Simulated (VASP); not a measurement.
# YbH3 (Fm-3m) in VASP: notebook, part 2 of 2

VASP 6.6.1. The steps go on from the part before.

## 4. Single point, PBE, collinear spin, ferromagnetic start

The input, INCAR:

```
PREC     = Accurate       # precision mode
ENCUT    = 520            # plane-wave cutoff, eV
EDIFF    = 1E-7           # SCF threshold, eV
ISMEAR   = -1             # smearing method
SIGMA    = 0.05           # smearing width, eV
LREAL    = False          # projectors in reciprocal space
LASPH    = True           # aspherical terms in the spheres
NELM     = 150            # most SCF steps
ALGO     = Normal         # electronic algorithm
ISIF     = 2              # what is computed and relaxed
LWAVE    = False          # write WAVECAR
LCHARG   = True           # write CHGCAR
ISPIN    = 2              # spin polarisation
MAGMOM   = 0.5 0 0 0      # initial moments
LORBIT   = 11             # projections on sites
NUPDOWN  = 0.5            # fixed moment
LMAXMIX  = 6              # l up to which the mixer works
GGA      = PE             # functional
LELF     = True           # ELF
LVHAR    = True         
NBANDS   = 26             # bands
```

The input, KPOINTS:

```
regular mesh
0
Gamma
  7 7 7
```

The input, POSCAR:

```
YbH3
1.0
    0.0000000000      2.6049710000      2.6049710000
    2.6049710000      0.0000000000      2.6049710000
    2.6049710000      2.6049710000      0.0000000000
Yb H
1 3
Direct
    0.0000000000      0.0000000000      0.0000000000
    0.5000000000      0.5000000000      0.5000000000
    0.2500000000      0.2500000000      0.2500000000
    0.7500000000      0.7500000000      0.7500000000
```

Potentials or basis: VASP PAW PBE potentials, release 64 (Yb, H).

On the command line:

```
> cat potpaw_PBE.64/Yb/POTCAR potpaw_PBE.64/H/POTCAR > POTCAR
> mpirun -np 1 vasp_std > vasp.out
```

OUTCAR:

```text
PREC = Accurate
   ENCUT = 520
   EDIFF = 1E-7
   ISMEAR = -1
   LREAL = False
   LASPH = True
   NELM = 150
   ISIF = 2
   ISPIN = 2
   LORBIT = 11
   NUPDOWN = 0.5
   GGA = PE

 ion  position               nearest neighbor table
   1  0.000  0.000  0.000-   4 2.26   4 2.26   4 2.26   3 2.26   4 2.26   3 2.26   3 2.26   3 2.26

   2  0.500  0.500  0.500-
   3  0.250  0.250  0.250-   1 2.26   1 2.26   1 2.26   1 2.26
   4  0.750  0.750  0.750-   1 2.26   1 2.26   1 2.26   1 2.26

  LATTYP: Found a face centered cubic cell.
 ALAT       =     5.2099420000

  Lattice vectors:

 A1 = (   0.0000000000,   2.6049710000,   2.6049710000)
 A2 = (   2.6049710000,   0.0000000000,   2.6049710000)
 A3 = (   2.6049710000,   2.6049710000,   0.0000000000)

Analysis of symmetry for initial positions (statically):
=====================================================================
 Subroutine PRICEL returns:
 Original cell was already a primitive cell.

 Routine SETGRP: Setting up the symmetry group for a
 face centered cubic supercell.

 Subroutine GETGRP returns: Found 48 space group operations
 (whereof 48 operations were pure point group operations)
 out of a pool of 48 trial point group operations.

The static configuration has the point symmetry O_h .

Analysis of symmetry for dynamics (positions and initial velocities):
=====================================================================
 Subroutine PRICEL returns:
 Original cell was already a primitive cell.

 Routine SETGRP: Setting up the symmetry group for a
 face centered cubic supercell.

 Subroutine GETGRP returns: Found 48 space group operations
 (whereof 48 operations were pure point group operations)
 out of a pool of 48 trial point group operations.

The dynamic configuration has the point symmetry O_h .

[... 155 lines left out ...]

  energy without entropy =      -15.17833674  energy(sigma->0) =      -15.19493356

 E-fermi :   1.2892     XC(G=0): -10.8822

 val. band max:        1.4719124545   @ k =  -0.2857   0.1429   0.0000
 cond. band min:       1.3087023840   @ k =   0.2857   0.1429   0.0000
 fundamental gap:     -0.1632100705
 Fermi energy:         1.4983774561

 spin component 1

 k-point     1 :       0.0000    0.0000    0.0000
  band No.  band energies     occupation
      1     -49.9036      1.00000
      2     -21.8836      1.00000
      3     -21.8836      1.00000
      4     -21.8836      1.00000
      5      -7.0947      1.00000
      6      -0.2870      1.00000
[... 549 lines left out ...]
     24      20.4525      0.00000
     25      21.0858      0.00000
 Fermi energy:         1.2891572327

 spin component 2

 k-point     1 :       0.0000    0.0000    0.0000
  band No.  band energies     occupation
      1     -49.7284      1.00000
      2     -21.7588      1.00000
      3     -21.7588      1.00000
      4     -21.7588      1.00000
      5      -7.0184      1.00000
      6       0.0590      1.00000
[... 549 lines left out ...]
     24      20.5138      0.00000
     25      21.1608      0.00000
 [bands above 25 left out]

------------------------ aborting loop because EDIFF is reached ----------------------------------------

  FORCE on cell =-STRESS in cart. coord.  units (eV):
  Direction    XX          YY          ZZ          XY          YZ          ZX
  --------------------------------------------------------------------------------------
  -------------------------------------------------------------------------------------
  Total       -1.1805480     -1.1805480     -1.1805480     -0.0000000     -0.0000000     -0.0000000
  in kB      -53.5002199    -53.5002199    -53.5002199     -0.0000000     -0.0000000     -0.0000000
  external PRESSURE =     -53.5002199 kB  Pullay stress =       0.0000000 kB

 VOLUME and BASIS-vectors are now :
 -----------------------------------------------------------------------------
  energy-cutoff  :      520.00
  volume of cell :       35.35
      direct lattice vectors                 reciprocal lattice vectors
     0.000000000  2.604971000  2.604971000    -0.191940716  0.191940716  0.191940716
     2.604971000  0.000000000  2.604971000     0.191940716 -0.191940716  0.191940716
     2.604971000  2.604971000  0.000000000     0.191940716  0.191940716 -0.191940716

 POSITION                                       TOTAL-FORCE (eV/Angst)
 -----------------------------------------------------------------------------------
      0.00000      0.00000      0.00000         0.000000      0.000000      0.000000
      2.60497      2.60497      2.60497         0.000000      0.000000      0.000000
      1.30249      1.30249      1.30249        -0.000000     -0.000000     -0.000000
      3.90746      3.90746      3.90746         0.000000      0.000000      0.000000
 -----------------------------------------------------------------------------------
    total drift:                               -0.000000     -0.000000      0.000000

  FREE ENERGIE OF THE ION-ELECTRON SYSTEM (eV)
  ---------------------------------------------------
  free  energy   TOTEN  =       -15.2115303805 eV

  energy  without entropy=      -15.1783367359  energy(sigma->0) =      -15.19493356

 total charge

# of ion       s       p       d       f       tot
--------------------------------------------------
    1        2.109   6.043   0.482  13.400  22.034
    2        0.457   0.006   0.000   0.000   0.463
    3        0.544   0.006   0.000   0.000   0.550
    4        0.544   0.006   0.000   0.000   0.550
--------------------------------------------------
tot          3.653   6.061   0.482  13.400  23.596

 magnetization (x)

# of ion       s       p       d       f       tot
--------------------------------------------------
    1        0.000  -0.004   0.019   0.396   0.411
    2        0.014   0.000   0.000   0.000   0.015
    3        0.009   0.000   0.000   0.000   0.009
    4        0.009   0.000   0.000   0.000   0.009
--------------------------------------------------
tot          0.033  -0.003   0.019   0.396   0.444
```

stdout:

```text
POSCAR found type information on POSCAR YbH
 POSCAR found :  2 types and       4 ions
 scaLAPACK will be used
 LDA part: xc-table for (Slater+PW92), standard interpolation
 POSCAR, INCAR and KPOINTS ok, starting setup
 FFT: planning ... GRIDC
 FFT: planning ... GRID_SOFT
 FFT: planning ... GRID
 WAVECAR not read
 entering main loop
```

It took 71 s on 1 thread of Intel Xeon Platinum 8375C at 2.90GHz (Ice Lake), shared host; peak memory 0.2 GiB.

Results:

```yaml
Free_energy: -15.2115 eV
Pressure: -5.4 GPa
Net_moment: 0.50 μB per cell
Site_moments: Yb +0.41; H +0.01 μB
Valence_electrons_inside_the_program's_atomic_spheres: Yb 22.03; H 0.46, 0.55 (each value once)
```

Caveat: the cell stands under tension; spin-orbit coupling is left out, which moves the levels of the heavy elements; the total moment is fixed, so each spin has its own Fermi level.

## 5. Overview

```csv
spin,fixed moment (μB),pressure (GPa),moment (μB)
"collinear, zero start",0.0,-5.8,0.00
"collinear, ferromagnetic start",0.2,-5.4,0.20
"collinear, ferromagnetic start",0.5,-5.4,0.50
```

Alike in all rows: task single point; level PBE; potentials or basis VASP PAW PBE potentials, release 64 (Yb, H); cell as given; k mesh 7 × 7 × 7; cutoff (eV) 520; smearing fermi-dirac 0.05 eV.

Caveats: the cell stands under tension; spin-orbit coupling is left out, which moves the levels of the heavy elements; the total moment is fixed, so each spin has its own Fermi level.

Absolute energies hang on the potentials; compare differences alone.
